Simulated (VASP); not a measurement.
# BeCd3O4 (P1) in VASP: relaxation of cell and atoms with PBE

Aim: the relaxation of cell and atoms of BeCd3O4 with PBE.

Everything below comes from runs of VASP 6.6.1. Logs are shortened: lines on timing, memory, paths and dates and some standing lists are left out, and cuts for length are marked.

### 1 The cell of the first run

The typed cell holds 8 atoms: a = 4.790 Å, b = 4.940 Å, c = 4.913 Å, α = 90.67°, β = 91.05°, γ = 90.85°.

### 2 Relaxation of cell and atoms, PBE

INCAR reads:

```
SYSTEM = BeCd3O4
ALGO = Normal
EDIFF = 1E-7
EDIFFG = -0.025
ENCUT = 600
GGA = PE
IBRION = 2
ISIF = 3
ISMEAR = 0
LASPH = .TRUE.
LCHARG = .FALSE.
LREAL = .FALSE.
LWAVE = .FALSE.
NELM = 60
NSW = 80
PREC = Accurate
SIGMA = 0.2
```

KPOINTS reads:

```
k-points
0
G
  4 4 4
  0 0 0
```

POSCAR reads:

```
BeCd3O4
1.0
    4.7892451336     -0.0364155031     -0.0446101897
   -0.0364155031      4.9395111374     -0.0288144695
   -0.0446101897     -0.0288144695      4.9125948058
Be Cd O
1 3 4
Direct
    0.0151163324     -0.0215515675      0.0190171356
    0.0655197867      0.5219504811      0.5032764169
    0.4849045782      0.5391416312     -0.0278258356
    0.4824834833      0.0073333727      0.5442855794
    0.7649288159      0.7846916749      0.2245110825
    0.8060585338      0.1887860272      0.7770910630
    0.1551023833      0.8002439293      0.7701471651
    0.2258860864      0.1794044510      0.1894973930
```

Potentials or basis: VASP PAW PBE potentials, release 64 (Be, Cd, O).

Command:

```
> cat potpaw_PBE.64/Be/POTCAR potpaw_PBE.64/Cd/POTCAR potpaw_PBE.64/O/POTCAR > POTCAR
> mpirun -np 1 vasp_std > vasp.out
```

OUTCAR:

```text
SYSTEM = BeCd3O4
   EDIFF = 1E-7
   EDIFFG = -0.025
   ENCUT = 600
   GGA = PE
   IBRION = 2
   ISIF = 3
   ISMEAR = 0
   LASPH = .TRUE.
   LREAL = .FALSE.
   NELM = 60
   NSW = 80
   PREC = Accurate

 ion  position               nearest neighbor table
   1  0.015  0.978  0.019-   8 1.62   7 1.66   5 1.84   6 1.87
   2  0.066  0.522  0.503-   7 1.93   5 2.38   8 2.42   6 2.47   3 3.03   4 3.10   4 3.26   3 3.32
                             3 3.64   4 3.71   4 3.76   3 3.78
   3  0.485  0.539  0.972-   5 2.16   7 2.28   8 2.42   6 2.52   2 3.03   4 3.14   2 3.32   4 3.35
                             4 3.62   2 3.64   2 3.78
   4  0.482  0.007  0.544-   6 2.09   7 2.19   8 2.29   5 2.36   2 3.10   3 3.14   2 3.26   3 3.35
                             3 3.62   2 3.71   2 3.76
   5  0.765  0.785  0.225-   1 1.84   3 2.16   4 2.36   2 2.38
   6  0.806  0.189  0.777-   1 1.87   4 2.09   2 2.47   3 2.52
   7  0.155  0.800  0.770-   1 1.66   2 1.93   4 2.19   3 2.28
   8  0.226  0.179  0.189-   1 1.62   4 2.29   2 2.42   3 2.42

  LATTYP: Found a triclinic cell.
 ALAT       =     4.7895913299
 B/A-ratio  =     1.4456094969
 C/A-ratio  =     1.0313467411
 COS(alpha) =     0.0020681028
 COS(beta)  =     0.0149198141
 COS(gamma) =     0.7047689976

  Lattice vectors:

 A1 = (  -4.7892451336,   0.0364155031,   0.0446101897)
 A2 = (  -4.8338553233,   0.0076010336,   4.9572049955)
 A3 = (  -0.0364155031,   4.9395111374,  -0.0288144695)

Analysis of symmetry for initial positions (statically):
=====================================================================
 Subroutine PRICEL returns:
 Original cell was already a primitive cell.

 Routine SETGRP: Setting up the symmetry group for a
 triclinic supercell.

 Subroutine GETGRP returns: Found  1 space group operations
 (whereof  1 operations were pure point group operations)
 out of a pool of  2 trial point group operations.

The static configuration has the point symmetry C_1 .

Analysis of symmetry for dynamics (positions and initial velocities):
=====================================================================
 Subroutine PRICEL returns:
 Original cell was already a primitive cell.

 Routine SETGRP: Setting up the symmetry group for a
 triclinic supercell.

 Subroutine GETGRP returns: Found  1 space group operations
 (whereof  1 operations were pure point group operations)
 out of a pool of  2 trial point group operations.

The dynamic configuration has the point symmetry C_1 .

 Subroutine INISYM returns: Found  1 space group operations
 (whereof  1 operations are pure point group operations),
 and found     1 'primitive' translations

----------------------------------------------------------------------------------------

                                     Primitive cell

  volume of cell :     116.1945

  direct lattice vectors                    reciprocal lattice vectors
     4.789245134 -0.036415503 -0.044610190     0.208830712  0.001550676  0.001905441
    -0.036415503  4.939511137 -0.028814469     0.001550676  0.202467626  0.001201641
    -0.044610190 -0.028814469  4.912594806     0.001905441  0.001201641  0.203582764

  length of vectors
     4.789591330  4.939729409  4.912881850     0.208845162  0.202477130  0.203595227

  position of ions in fractional coordinates (direct lattice)
     0.015116332  0.978448433  0.019017136
     0.065519787  0.521950481  0.503276417
     0.484904578  0.539141631  0.972174164
     0.482483483  0.007333373  0.544285579
     0.764928816  0.784691675  0.224511083
     0.806058534  0.188786027  0.777091063
     0.155102383  0.800243929  0.770147165
     0.225886086  0.179404451  0.189497393

  ion indices of the primitive-cell ions
   primitive index   ion index
                 1           1
                 2           2
                 3           3
                 4           4
                 5           5
                 6           6
                 7           7
                 8           8

----------------------------------------------------------------------------------------

 KPOINTS: k-points

Automatic generation of k-mesh.
 Grid dimensions read from file:
 generate k-points for:    4    4    4

 Generating k-lattice:

  Cartesian coordinates                     Fractional coordinates (reciprocal lattice)
     0.052207678  0.000387669  0.000476360     0.250000000  0.000000000  0.000000000
     0.000387669  0.050616906  0.000300410    -0.000000000  0.250000000 -0.000000000
     0.000476360  0.000300410  0.050895691     0.000000000  0.000000000  0.250000000

  Length of vectors
     0.052211290  0.050619282  0.050898807

  Shift w.r.t. Gamma in fractional coordinates (k-lattice)
     0.000000000  0.000000000  0.000000000

 Subroutine IBZKPT returns following result:
 ===========================================

 Found     36 irreducible k-points:

 Following reciprocal coordinates:
            Coordinates               Weight
  0.000000  0.000000  0.000000      1.000000
  0.250000 -0.000000  0.000000      2.000000
  0.500000 -0.000000  0.000000      1.000000
 -0.000000  0.250000 -0.000000      2.000000
  0.250000  0.250000  0.000000      2.000000
  0.500000  0.250000  0.000000      2.000000
[... 16 lines left out ...]
  0.000000 -0.250000  0.250000      2.000000
  0.250000 -0.250000  0.250000      2.000000
 [... further k-points ...]
   k-points           NKPTS =     36   k-points in BZ     NKDIM =     36   number of bands    NBANDS=     37
   number of dos      NEDOS =    301   number of ions     NIONS =      8
   total plane-waves  NPLWV =  64000
   dimension x,y,z NGX =    40 NGY =   40 NGZ =   40
   dimension x,y,z NGXF=    80 NGYF=   80 NGZF=   80
   ions per type =               1   3   4
   NGX,Y,Z   is equivalent  to a cutoff of  13.88, 13.46, 13.54 a.u.
   NGXF,Y,Z  is equivalent  to a cutoff of  27.77, 26.92, 27.07 a.u.
 SYSTEM =  BeCd3O4
   PREC   = accura    normal or accurate (medium, high low for compatibility)
   ISTART =      0    job   : 0-new  1-cont  2-samecut
   ICHARG =      2    charge: 1-file 2-atom 10-const
   ISPIN  =      1    spin polarized calculation?
   LNONCOLLINEAR =      F non collinear calculations
   LSORBIT =      F    spin-orbit coupling
   LASPH  =      T    aspherical Exc in radial PAW
   ENCUT  =  600.0 eV  44.10 Ry    6.64 a.u.   9.57  9.87  9.81*2*pi/ulx,y,z
   NELM   =     60;   NELMIN=  2; NELMDL= -5     # of ELM steps
   EDIFF  = 0.1E-06   stopping-criterion for ELM
   LREAL  =      F    real-space projection
   EDIFFG = -.3E-01   stopping-criterion for IOM
   NSW    =     80    number of steps for IOM
   IBRION =      2    ionic relax: 0-MD 1-quasi-New 2-CG
   NFREE  =      1    steps in history (QN), initial steepest desc. (CG)
   ISIF   =      3    stress and relaxation
   ISYM   =      2    0-nonsym 1-usesym 2-fastsym
   POTIM  = 0.5000    time-step for ionic-motion
   TEBEG  =    0.0;   TEEND  =   0.0 temperature during run
   PSTRESS=    0.0 pullay stress
   NELECT =      62.0000    total number of electrons
   NUPDOWN=      -1.0000    fix difference up-down
   EMIN   =  10.00;   EMAX   =-10.00  energy-range for DOS
   EFERMI =   0.00;   METHOD = LEGACY
   ISMEAR =     0;   SIGMA  =   0.20  broadening in eV -4-tet -1-fermi 0-gaus
   EFERMI_NEDOS =   21; number of points for ismear=-14 and -15
   IALGO  =     38    algorithm
   IMIX   =      4    mixing-type and parameters
     AMIX     =   0.40;   BMIX     =  1.00
     AMIX_MAG =   1.60;   BMIX_MAG =  1.00
  volume/ion in A,a.u.               =      14.52        98.01
  Fermi-wavevector in a.u.,A,eV,Ry     =   1.327833  2.509241 23.988987  1.763141
  Thomas-Fermi vector in A             =   2.457116
   LORBIT       =      0    0 simple, 1 ext, 2 COOP (PROOUT), +10 PAW based schemes
   GGA     = PE    functional components
   LHFCALC =     F    Hartree Fock is set to
   AEXX    =    0.0000 exact exchange contribution
   IVDW    =     0    specifies the selected vdW correction
   LEPSILON=     F    determine dielectric tensor
   LRPA    =     F    only Hartree local field effects (RPA)
 conjugate gradient relaxation of ions
 non-spin polarized calculation
 Gauss-broadening in eV      SIGMA  =   0.20
  energy-cutoff  :      600.00
  volume of cell :      116.19
 maximum number of plane-waves:      3898
 NGX is ok and might be reduce to    40
   NGX = 19   NGY = 19   NGZ = 19

--------------------------------------- Ionic step        1  -------------------------------------------

 number of electron      61.9999993 magnetization

 Free energy of the ion-electron system (eV)
  ---------------------------------------------------
  ext. energy  EPLUGINS =         0.00000000
  ---------------------------------------------------
  free energy    TOTEN  =       -34.79381730 eV

  energy without entropy =      -34.78509318  energy(sigma->0) =      -34.78945524

------------------------ aborting loop because EDIFF is reached ----------------------------------------

  FORCE on cell =-STRESS in cart. coord.  units (eV):
  Direction    XX          YY          ZZ          XY          YZ          ZX
  --------------------------------------------------------------------------------------
  -------------------------------------------------------------------------------------
  Total       -2.3628926     -0.9533799     -0.6509895      1.9838318      4.0014444      3.3088657
  in kB      -32.5813351    -13.1459167     -8.9763320     27.3545610     55.1749169     45.6251223
  external PRESSURE =     -18.2345279 kB  Pullay stress =       0.0000000 kB
[... 107 lines left out ...]
  FREE ENERGIE OF THE ION-ELECTRON SYSTEM (eV)
  ---------------------------------------------------
  free  energy   TOTEN  =       -35.9494320122 eV

  energy  without entropy=      -35.9419710335  energy(sigma->0) =      -35.94570152

[... ionic steps 4 to 17 ...]

--------------------------------------- Ionic step       18  -------------------------------------------

 number of electron      61.9999988 magnetization

------------------------ aborting loop because EDIFF is reached ----------------------------------------

  FORCE on cell =-STRESS in cart. coord.  units (eV):
  Direction    XX          YY          ZZ          XY          YZ          ZX
  --------------------------------------------------------------------------------------
  -------------------------------------------------------------------------------------
  Total       -0.0752340     -0.0062682      0.0050028     -0.0145907      0.0384200     -0.0337624
  in kB       -1.0974571     -0.0914362      0.0729777     -0.2128382      0.5604415     -0.4925003
  external PRESSURE =      -0.3719719 kB  Pullay stress =       0.0000000 kB
[... 69 lines left out ...]
  energy  without entropy=      -36.5271332386  energy(sigma->0) =      -36.53053067

--------------------------------------- Ionic step       20  -------------------------------------------

 number of electron      61.9999987 magnetization

 Free energy of the ion-electron system (eV)
  ---------------------------------------------------
  ext. energy  EPLUGINS =         0.00000000
  ---------------------------------------------------
  free energy    TOTEN  =       -36.53435603 eV

  energy without entropy =      -36.52756949  energy(sigma->0) =      -36.53096276

 E-fermi :   1.2694     XC(G=0): -10.4946

 val. band max:        1.1680141512   @ k =   0.0000   0.0000   0.0000
 cond. band min:       2.3794749486   @ k =   0.0000  -0.0000   0.2500
 fundamental gap:      1.2114607974
 Fermi energy:         1.2694039929

 k-point     1 :       0.0000    0.0000    0.0000
  band No.  band energies     occupation
      1     -16.2124      2.00000
      2     -15.4062      2.00000
      3     -15.4022      2.00000
      4     -15.4009      2.00000
      5      -6.2944      2.00000
      6      -6.0396      2.00000
[... 949 lines left out ...]
     36       9.2546      0.00000
     37       9.2851      0.00000

 [... further k-points ...]

------------------------ aborting loop because EDIFF is reached ----------------------------------------

  FORCE on cell =-STRESS in cart. coord.  units (eV):
  Direction    XX          YY          ZZ          XY          YZ          ZX
  --------------------------------------------------------------------------------------
  -------------------------------------------------------------------------------------
  Total       -0.0046285      0.0017996      0.0004061      0.0125350      0.0312357      0.0329854
  in kB       -0.0675335      0.0262576      0.0059253      0.1828955      0.4557548      0.4812847
  external PRESSURE =      -0.0117835 kB  Pullay stress =       0.0000000 kB
[... 23 lines left out ...]
  FREE ENERGIE OF THE ION-ELECTRON SYSTEM (eV)
  ---------------------------------------------------
  free  energy   TOTEN  =       -36.5343560333 eV

  energy  without entropy=      -36.5275694856  energy(sigma->0) =      -36.53096276

 reached required accuracy - stopping structural energy minimisation
```

Wall time 18 min (1 thread of Intel Xeon 6975P-C (Granite Rapids), shared host); peak memory 0.37 GiB.

Results:

```yaml
Free_energy: -36.5344 eV
Relaxed_volume: 13.73 Å³/atom
Relaxed_cell: a = 4.789 Å, b = 4.788 Å, c = 4.789 Å, α = 90.09°, β = 90.04°, γ = 89.99°
Space_group_after_relaxing_to_0.1_Å: P-43m (No. 215)
Energy_gained_by_relaxing: 217.6 meV/atom
Ionic_steps: 20
Pressure_after_relaxing: 0.0 GPa
Largest_force_after_relaxing: 0.021 eV/Å
```

Forces in eV/Å, atoms in the order of the input:
```
Be   0.001 -0.002 -0.003
Cd   0.000  0.006  0.018
Cd  -0.001 -0.010 -0.013
Cd   0.000 -0.003 -0.015
O   -0.001 -0.005  0.003
O   -0.007  0.013  0.001
O    0.008  0.009  0.018
O    0.000 -0.008 -0.009
```

The path:
```
step  energy change (eV)  largest force (eV/Å)  pressure (GPa)  volume (Å³)
   1              0.0000                5.2448           -1.82       116.19
   2             -1.1553                2.0798           -3.28       113.31
   3             -1.1556                2.1669           -3.02       113.13
   4             -1.4890                0.8861            1.47       108.18
   5             -1.4920                0.8812            2.10       107.66
   6             -1.6178                0.4148           -0.36       109.65
   7             -1.6301                0.4733           -1.21       110.50
   8             -1.6726                0.2729            0.14       109.27
   9             -1.6786                0.3584            0.94       108.61
  10             -1.7043                0.2698            0.03       109.54
  11             -1.7090                0.3194           -0.52       110.15
  12             -1.7283                0.1925           -0.09       109.83
  13             -1.7318                0.1685            0.19       109.62
  14             -1.7380                0.0728           -0.13       109.92
  15             -1.7383                0.0907           -0.22       110.02
  16             -1.7394                0.0453            0.23       109.58
  17             -1.7394                0.0429            0.19       109.63
  18             -1.7401                0.0304           -0.04       109.83
  19             -1.7401                0.0355           -0.09       109.88
  20             -1.7405                0.0211            0.00       109.81
```

Final structure:
```cif
data_structure
_symmetry_space_group_name_H-M 'P 1'
_symmetry_Int_Tables_number 1
_cell_length_a 4.7887
_cell_length_b 4.7882
_cell_length_c 4.7890
_cell_angle_alpha 90.088
_cell_angle_beta 90.043
_cell_angle_gamma 89.991
_cell_volume 109.81
loop_
_atom_site_label
_atom_site_type_symbol
_atom_site_fract_x
_atom_site_fract_y
_atom_site_fract_z
_atom_site_occupancy
Be1 Be 0.00025 0.00003 0.99989 1
Cd1 Cd 0.99919 0.49925 0.49866 1
Cd2 Cd 0.50003 0.50064 0.00049 1
Cd3 Cd 0.49974 0.99993 0.50137 1
O1 O 0.79552 0.79645 0.20458 1
O2 O 0.79601 0.20475 0.79577 1
O3 O 0.20378 0.79462 0.79481 1
O4 O 0.20548 0.20433 0.20443 1
```
